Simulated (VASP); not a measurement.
# Li (P2_13) in VASP: notebook

Aim: see how the results for Li move with the level of theory and the settings. Levels: PBEsol, r2SCAN+D4. Tasks: relaxation of cell and atoms.

Everything below comes from runs of VASP 6.6.1. Logs are shortened: lines on timing, memory, paths and dates and some standing lists are left out, and cuts for length are marked.

## Step 1: The cell of the first run

The structure is cubic, space group P2_13 (No. 198). Conventional cell: a = 4.454 Å, b = 4.454 Å, c = 4.454 Å, α = 90.00°, β = 90.00°, γ = 90.00°. Li (site symmetry 3) has 6 Li at 2.73 Å within 3.6 Å.

## Step 2: Relaxation of cell and atoms, PBEsol

Input file INCAR:

```
PREC = Accurate ; ENCUT = 600
EDIFF = 1E-6 ; ISMEAR = 1
SIGMA = 0.05 ; LREAL = F
LASPH = T ; NELM = 100
ALGO = Normal ; ISIF = 3
LWAVE = F ; LCHARG = F
GGA = PS ; IBRION = 2
NSW = 80 ; EDIFFG = -0.05
```

Input file KPOINTS:

```
Automatic mesh
0
Gamma
  5 5 5
```

Input file POSCAR:

```
Li
1.0
    4.4544403300      0.0000000000      0.0000000000
    0.0000000000      4.4544403300      0.0000000000
    0.0000000000      0.0000000000      4.4544403300
Li
4
Direct
    0.8745680000      0.1254320000      0.6254320000
    0.3745680000      0.3745680000      0.3745680000
    0.1254320000      0.6254320000      0.8745680000
    0.6254320000      0.8745680000      0.1254320000
```

Potentials or basis: VASP PAW PBE potentials, release 64 (Li_sv).

Command:

```bash
> cat potpaw_PBE.64/Li_sv/POTCAR > POTCAR
> mpirun -np 1 vasp_std > vasp.out
```

OUTCAR:

```text
PREC = Accurate
   ENCUT = 600
   EDIFF = 1E-6
   ISMEAR = 1
   LREAL = F
   LASPH = T
   NELM = 100
   ISIF = 3
   GGA = PS
   IBRION = 2
   NSW = 80
   EDIFFG = -0.05

 ion  position               nearest neighbor table
   1  0.875  0.125  0.625-
   2  0.375  0.375  0.375-
   3  0.125  0.625  0.875-
   4  0.625  0.875  0.125-

  LATTYP: Found a simple cubic cell.
 ALAT       =     4.4544403300

  Lattice vectors:

 A1 = (   4.4544403300,   0.0000000000,   0.0000000000)
 A2 = (   0.0000000000,   4.4544403300,   0.0000000000)
 A3 = (   0.0000000000,   0.0000000000,   4.4544403300)

Analysis of symmetry for initial positions (statically):
=====================================================================
 Subroutine PRICEL returns:
 Original cell was already a primitive cell.

 Routine SETGRP: Setting up the symmetry group for a
 simple cubic supercell.

 Subroutine GETGRP returns: Found 12 space group operations
 (whereof  3 operations were pure point group operations)
 out of a pool of 48 trial point group operations.

The static configuration has the point symmetry C_3 .
 The point group associated with its full space group is T   .

Analysis of symmetry for dynamics (positions and initial velocities):
=====================================================================
 Subroutine PRICEL returns:
 Original cell was already a primitive cell.

 Routine SETGRP: Setting up the symmetry group for a
 simple cubic supercell.

 Subroutine GETGRP returns: Found 12 space group operations
 (whereof  3 operations were pure point group operations)
 out of a pool of 48 trial point group operations.

The dynamic configuration has the point symmetry C_3 .
 The point group associated with its full space group is T   .

 Subroutine INISYM returns: Found 12 space group operations
 (whereof  3 operations are pure point group operations),
 and found     1 'primitive' translations

----------------------------------------------------------------------------------------

                                     Primitive cell

  volume of cell :      88.3852

  direct lattice vectors                    reciprocal lattice vectors
     4.454440330  0.000000000  0.000000000     0.224495094  0.000000000  0.000000000
     0.000000000  4.454440330  0.000000000     0.000000000  0.224495094  0.000000000
     0.000000000  0.000000000  4.454440330     0.000000000  0.000000000  0.224495094

  length of vectors
     4.454440330  4.454440330  4.454440330     0.224495094  0.224495094  0.224495094

  position of ions in fractional coordinates (direct lattice)
     0.874568000  0.125432000  0.625432000
     0.374568000  0.374568000  0.374568000
     0.125432000  0.625432000  0.874568000
     0.625432000  0.874568000  0.125432000

  ion indices of the primitive-cell ions
   primitive index   ion index
                 1           1
                 2           2
                 3           3
                 4           4

----------------------------------------------------------------------------------------

 KPOINTS: Automatic mesh

Automatic generation of k-mesh.
 Grid dimensions read from file:
 generate k-points for:    5    5    5

 Generating k-lattice:

  Cartesian coordinates                     Fractional coordinates (reciprocal lattice)
     0.044899019  0.000000000  0.000000000     0.200000000  0.000000000  0.000000000
     0.000000000  0.044899019  0.000000000     0.000000000  0.200000000  0.000000000
     0.000000000  0.000000000  0.044899019     0.000000000  0.000000000  0.200000000

  Length of vectors
     0.044899019  0.044899019  0.044899019

  Shift w.r.t. Gamma in fractional coordinates (k-lattice)
     0.000000000  0.000000000  0.000000000

 Subroutine IBZKPT returns following result:
 ===========================================

 Found     11 irreducible k-points:

 Following reciprocal coordinates:
            Coordinates               Weight
  0.000000  0.000000  0.000000      1.000000
  0.200000  0.000000  0.000000      6.000000
  0.400000  0.000000  0.000000      6.000000
  0.200000  0.200000  0.000000     12.000000
  0.400000  0.200000  0.000000     12.000000
 -0.200000  0.400000  0.000000     12.000000
  0.400000  0.400000  0.000000     12.000000
  0.200000  0.200000  0.200000      8.000000
  0.400000  0.200000  0.200000     24.000000
  0.400000  0.400000  0.200000     24.000000
  0.400000  0.400000  0.400000      8.000000
   k-points           NKPTS =     11   k-points in BZ     NKDIM =     11   number of bands    NBANDS=     10
   number of dos      NEDOS =    301   number of ions     NIONS =      4
   total plane-waves  NPLWV =  46656
   dimension x,y,z NGX =    36 NGY =   36 NGZ =   36
   dimension x,y,z NGXF=    72 NGYF=   72 NGZF=   72
   ions per type =               4
   NGX,Y,Z   is equivalent  to a cutoff of  13.44, 13.44, 13.44 a.u.
   NGXF,Y,Z  is equivalent  to a cutoff of  26.87, 26.87, 26.87 a.u.
 SYSTEM =  unknown system
   PREC   = accura    normal or accurate (medium, high low for compatibility)
   ISTART =      0    job   : 0-new  1-cont  2-samecut
   ICHARG =      2    charge: 1-file 2-atom 10-const
   ISPIN  =      1    spin polarized calculation?
   LNONCOLLINEAR =      F non collinear calculations
   LSORBIT =      F    spin-orbit coupling
   LASPH  =      T    aspherical Exc in radial PAW
   ENCUT  =  600.0 eV  44.10 Ry    6.64 a.u.   8.90  8.90  8.90*2*pi/ulx,y,z
   NELM   =    100;   NELMIN=  2; NELMDL= -5     # of ELM steps
   EDIFF  = 0.1E-05   stopping-criterion for ELM
   LREAL  =      F    real-space projection
   EDIFFG = -.5E-01   stopping-criterion for IOM
   NSW    =     80    number of steps for IOM
   IBRION =      2    ionic relax: 0-MD 1-quasi-New 2-CG
   NFREE  =      1    steps in history (QN), initial steepest desc. (CG)
   ISIF   =      3    stress and relaxation
   ISYM   =      2    0-nonsym 1-usesym 2-fastsym
   POTIM  = 0.5000    time-step for ionic-motion
   TEBEG  =    0.0;   TEEND  =   0.0 temperature during run
   PSTRESS=    0.0 pullay stress
   NELECT =      12.0000    total number of electrons
   NUPDOWN=      -1.0000    fix difference up-down
   EMIN   =  10.00;   EMAX   =-10.00  energy-range for DOS
   EFERMI =   0.00;   METHOD = LEGACY
   ISMEAR =     1;   SIGMA  =   0.05  broadening in eV -4-tet -1-fermi 0-gaus
   EFERMI_NEDOS =   21; number of points for ismear=-14 and -15
   IALGO  =     38    algorithm
   IMIX   =      4    mixing-type and parameters
     AMIX     =   0.40;   BMIX     =  1.00
     AMIX_MAG =   1.60;   BMIX_MAG =  1.00
  volume/ion in A,a.u.               =      22.10       149.11
  Fermi-wavevector in a.u.,A,eV,Ry     =   0.841412  1.590038  9.632576  0.707974
  Thomas-Fermi vector in A             =   1.955952
   LORBIT       =      0    0 simple, 1 ext, 2 COOP (PROOUT), +10 PAW based schemes
   GGA     = PS    functional components
   LHFCALC =     F    Hartree Fock is set to
   AEXX    =    0.0000 exact exchange contribution
   IVDW    =     0    specifies the selected vdW correction
   LEPSILON=     F    determine dielectric tensor
   LRPA    =     F    only Hartree local field effects (RPA)
 conjugate gradient relaxation of ions
 non-spin polarized calculation
 Methfessel and Paxton  Order N= 1 SIGMA  =   0.05
  energy-cutoff  :      600.00
  volume of cell :       88.39
 maximum number of plane-waves:      2968
   NGX = 17   NGY = 17   NGZ = 17

 number of electron      12.0000026 magnetization

 Free energy of the ion-electron system (eV)
  ---------------------------------------------------
  ext. energy  EPLUGINS =         0.00000000
  ---------------------------------------------------
  free energy    TOTEN  =        -6.79379376 eV

  energy without entropy =       -6.79128725  energy(sigma->0) =       -6.79295826

 E-fermi :   0.5690     XC(G=0):  -6.8033

 val. band max:        0.5615465945   @ k =   0.4000   0.4000   0.2000
 cond. band min:       0.7018567635   @ k =   0.2000   0.2000   0.0000
 fundamental gap:      0.1403101690
 Fermi energy:         0.5690412851

 k-point     1 :       0.0000    0.0000    0.0000
  band No.  band energies     occupation
      1     -46.0448      2.00000
      2     -46.0016      2.00000
      3     -46.0016      2.00000
      4     -46.0016      2.00000
      5      -3.0087      2.00000
      6       2.6922      0.00000
      7       2.6922      0.00000
      8       2.6922      0.00000
      9       2.8626      0.00000
     10       2.8626      0.00000

 k-point     2 :       0.2000    0.0000    0.0000
  band No.  band energies     occupation
      1     -46.0417      2.00000
      2     -46.0102      2.00000
      3     -46.0007      2.00000
      4     -45.9971      2.00000
      5      -2.7796      2.00000
      6       0.7162     -0.00026
      7       2.7276      0.00000
      8       2.7669      0.00000
      9       3.0982      0.00000
     10       3.1244      0.00000

 k-point     3 :       0.4000    0.0000    0.0000
  band No.  band energies     occupation
      1     -46.0329      2.00000
      2     -46.0215      2.00000
      3     -45.9984      2.00000
      4     -45.9965      2.00000
      5      -2.0880      2.00000
      6      -0.9246      2.00000
      7       2.8721      0.00000
      8       2.8965      0.00000
      9       3.7375      0.00000
     10       3.7872      0.00000
[... 79 lines left out ...]
 k-point    10 :       0.4000    0.4000    0.2000
  band No.  band energies     occupation
      1     -46.0240      2.00000
      2     -46.0199      2.00000
      3     -46.0037      2.00000
      4     -46.0017      2.00000
      5      -0.9797      2.00000
      6      -0.1413      2.00000
      7       0.5615      1.25057
      8       1.2767     -0.00000
      9       2.9783      0.00000
     10       3.7102      0.00000

 k-point    11 :       0.4000    0.4000    0.4000
  band No.  band energies     occupation
      1     -46.0192      2.00000
      2     -46.0167      2.00000
      3     -46.0077      2.00000
      4     -46.0060      2.00000
      5      -0.3332      2.00000
      6       0.3774      2.00000
      7       0.7196     -0.00017
      8       1.0370     -0.00000
      9       2.6188      0.00000
     10       2.7039      0.00000

------------------------ aborting loop because EDIFF is reached ----------------------------------------

  FORCE on cell =-STRESS in cart. coord.  units (eV):
  Direction    XX          YY          ZZ          XY          YZ          ZX
  --------------------------------------------------------------------------------------
  -------------------------------------------------------------------------------------
  Total        0.1185255      0.1185255      0.1185255     -0.0000000      0.0000000      0.0000000
  in kB        2.1485376      2.1485376      2.1485376     -0.0000000      0.0000000      0.0000000
  external PRESSURE =       2.1485376 kB  Pullay stress =       0.0000000 kB

 VOLUME and BASIS-vectors are now :
 -----------------------------------------------------------------------------
  energy-cutoff  :      600.00
  volume of cell :       88.39
      direct lattice vectors                 reciprocal lattice vectors
     4.454440330  0.000000000  0.000000000     0.224495094  0.000000000  0.000000000
     0.000000000  4.454440330  0.000000000     0.000000000  0.224495094  0.000000000
     0.000000000  0.000000000  4.454440330     0.000000000  0.000000000  0.224495094

 POSITION                                       TOTAL-FORCE (eV/Angst)
 -----------------------------------------------------------------------------------
      3.89571      0.55873      2.78595        -0.002831      0.002831      0.002831
      1.66849      1.66849      1.66849        -0.002831     -0.002831     -0.002831
      0.55873      2.78595      3.89571         0.002831      0.002831     -0.002831
      2.78595      3.89571      0.55873         0.002831     -0.002831      0.002831
 -----------------------------------------------------------------------------------
    total drift:                               -0.000000     -0.000000      0.000000

  FREE ENERGIE OF THE ION-ELECTRON SYSTEM (eV)
  ---------------------------------------------------
  free  energy   TOTEN  =        -6.7937937599 eV

  energy  without entropy=       -6.7912872466  energy(sigma->0) =       -6.79295826

 reached required accuracy - stopping structural energy minimisation
```

It took 6.5 s on 1 thread of Intel Xeon 6975P-C (Granite Rapids), shared host; peak memory 0.18 GiB.

Results:

| Quantity | Value |
| --- | --- |
| Free energy | -6.7938 eV |
| Pressure after relaxing | 0.2 GPa |
| Largest force after relaxing | 0.005 eV/Å |
| Band gap on the k mesh | zero (bands 6 and 7 overlap by 2.27 eV) |

Forces in eV/Å, atoms in the order of the input:
```
Li  -0.003  0.003  0.003
Li  -0.003 -0.003 -0.003
Li   0.003  0.003 -0.003
Li   0.003 -0.003  0.003
```

Final structure:
```cif
data_structure
_symmetry_space_group_name_H-M 'P 1'
_symmetry_Int_Tables_number 1
_cell_length_a 4.4544
_cell_length_b 4.4544
_cell_length_c 4.4544
_cell_angle_alpha 90.000
_cell_angle_beta 90.000
_cell_angle_gamma 90.000
_cell_volume 88.39
loop_
_atom_site_label
_atom_site_type_symbol
_atom_site_fract_x
_atom_site_fract_y
_atom_site_fract_z
_atom_site_occupancy
Li1 Li 0.87457 0.12543 0.62543 1
Li2 Li 0.37457 0.37457 0.37457 1
Li3 Li 0.12543 0.62543 0.87457 1
Li4 Li 0.62543 0.87457 0.12543 1
```

Levels at points of the mesh, in eV from the Fermi level:
```
           k point  band 4  band 5  band 6  band 7  band 8  band 9
(0.00, 0.00, 0.00)  -46.57   -3.58    2.12    2.12    2.12    2.29
```

Caveat: the cutoff is under 1.25 times the usual one of these potentials, so pressure, stress and relaxed cells hold a basis-set (Pulay) error; the relaxation stopped at its first step, so nothing moved; the PAW data sets were made with another functional, which shifts forces and pressure a little.

## Step 3: Relaxation of cell and atoms, r2SCAN+D4

POSCAR is that of step 2.

Input file INCAR.step1:

```
SYSTEM = Li
PREC     = Accurate       ! precision mode
ENCUT    = 600            ! plane-wave cutoff, eV
ISMEAR   = 1              ! smearing method
SIGMA    = 0.05           ! smearing width, eV
LREAL    = .False.        ! projectors in reciprocal space
LASPH    = .True.         ! aspherical terms in the spheres
NELM     = 80             ! most SCF steps
GGA      = PE             ! functional
ALGO     = Normal         ! electronic algorithm
EDIFF    = 1E-4           ! SCF threshold, eV
LWAVE    = .True.         ! write WAVECAR
LCHARG   = .False.        ! write CHGCAR
```

Input file INCAR.step2:

```
SYSTEM = Li
PREC     = Accurate       ! precision mode
ENCUT    = 600            ! plane-wave cutoff, eV
EDIFF    = 1E-6           ! SCF threshold, eV
ISMEAR   = 1              ! smearing method
SIGMA    = 0.05           ! smearing width, eV
LREAL    = .False.        ! projectors in reciprocal space
LASPH    = .True.         ! aspherical terms in the spheres
NELM     = 80             ! most SCF steps
ALGO     = Normal         ! electronic algorithm
ISIF     = 3              ! what is computed and relaxed
LWAVE    = .False.        ! write WAVECAR
LCHARG   = .False.        ! write CHGCAR
METAGGA  = R2SCAN         ! meta-GGA
LMIXTAU  = .True.       
IVDW     = 13             ! dispersion correction
VDW_S6   = 1.0          
VDW_S8   = 0.6018749    
VDW_A1   = 0.51559235   
VDW_A2   = 5.77342911   
IBRION   = 2              ! ionic algorithm
NSW      = 80             ! ionic steps
EDIFFG   = -0.05          ! ionic threshold
ISTART   = 1
```

Input file KPOINTS:

```
regular mesh
0
Gamma
  5 5 5
  0 0 0
```

Potentials or basis: VASP PAW PBE potentials, release 64 (Li_sv).

Command:

```bash
> cat potpaw_PBE.64/Li_sv/POTCAR > POTCAR
> cp INCAR.step1 INCAR
> mpirun -np 1 vasp_std > vasp.out
> cp INCAR.step2 INCAR
> mpirun -np 1 vasp_std > vasp.out
```

Run time: 78 s. Hardware: 1 thread of Intel Xeon 6975P-C (Granite Rapids), shared host; peak memory 0.21 GiB.

Results (log left out):

* Free energy: -8.4627 eV
* Relaxed volume: 22.67 Å³/atom
* Relaxed cell: a = 4.492 Å, b = 4.492 Å, c = 4.492 Å, α = 90.00°, β = 90.00°, γ = 90.00°
* Space group after relaxing (to 0.1 Å): P4_132 (No. 213)
* Energy gained by relaxing: 1.3 meV/atom
* Ionic steps: 3
* Pressure after relaxing: -0.1 GPa
* Largest force after relaxing: 0.018 eV/Å
* Band gap on the k mesh: zero (bands 6 and 7 overlap by 2.50 eV)
* Dispersion energy per atom: -0.006 eV

Forces in eV/Å, atoms in the order of the input:
```
Li   0.010 -0.010 -0.010
Li   0.010  0.010  0.010
Li  -0.010 -0.010  0.010
Li  -0.010  0.010 -0.010
```

The path:
```tsv
step	energy change (eV)	largest force (eV/Å)	pressure (GPa)	volume (Å³)
1	0.0000	0.0147	0.43	88.39
2	-0.0025	0.0516	0.26	89.14
3	-0.0054	0.0176	-0.09	90.66
```

Final structure:
```cif
data_structure
_symmetry_space_group_name_H-M 'P 1'
_symmetry_Int_Tables_number 1
_cell_length_a 4.4924
_cell_length_b 4.4924
_cell_length_c 4.4924
_cell_angle_alpha 90.000
_cell_angle_beta 90.000
_cell_angle_gamma 90.000
_cell_volume 90.66
loop_
_atom_site_label
_atom_site_type_symbol
_atom_site_fract_x
_atom_site_fract_y
_atom_site_fract_z
_atom_site_occupancy
Li1 Li 0.87484 0.12516 0.62516 1
Li2 Li 0.37484 0.37484 0.37484 1
Li3 Li 0.12516 0.62516 0.87484 1
Li4 Li 0.62516 0.87484 0.12516 1
```

Levels at points of the mesh, in eV from the Fermi level:
| k point | band 4 | band 5 | band 6 | band 7 | band 8 | band 9 |
| --- | --- | --- | --- | --- | --- | --- |
| (0.00, 0.00, 0.00) | -48.82 | -3.87 | 2.33 | 2.33 | 2.33 | 2.42 |

Caveat: the cutoff is under 1.25 times the usual one of these potentials, so pressure, stress and relaxed cells hold a basis-set (Pulay) error; the PAW data sets were made with another functional, which shifts forces and pressure a little.
